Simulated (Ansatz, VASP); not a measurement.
## One calculation of CrSiB3, two programs

```
Cr Si B
1.0
     3.92352    0.00000    0.00000
     0.00000    3.92352    0.00000
     0.00000    0.00000    3.92352
Cr Si B
1 1 3
Cartesian
  0.0000 0.0000 0.0000
  1.9618 1.9618 1.9618
  1.9618 0.0000 1.9618
  1.9618 1.9618 0.0000
  0.0000 1.9618 1.9618
```

Change from the starting cell: species swapped into the RbHgF3 type (Pm-3m, No. 221).

Alike in both runs: functional PBE; k mesh 6 × 6 × 6; occupations gaussian, width 0.1 eV; collinear spin.

Ansatz relaxed the structure, and its values are those at the end. VASP's run is a single point on that final structure, the one shown.

|  | VASP | Ansatz |
| --- | --- | --- |
| version | VASP 6.6.1 | Ansatz 0.2.0 |
| potentials or method | VASP PAW PBE potentials, release 64 (Cr_pv, Si, B), cutoff 520 eV | scalar-relativistic, plane waves, PAW |
| valence electrons in the cell | 25 | 27 |

```csv
,VASP,Ansatz,Ansatz less VASP
gap on the k mesh at the Fermi level (eV),none,none,-
pressure (GPa),0.1,0.1,+0.06
net moment per atom (μB),0.71,0.71,-0.002
size of the moment on the site where the two differ most (μB),3.50,3.46,-0.036
```

Site moments also hang on the region over which each program counts them. A gap of «none» marks a metal or a gap that the smearing closes. VASP's potentials hold 25 valence electrons a cell and Ansatz's 27, so a difference there can come from the potentials and not from the codes.
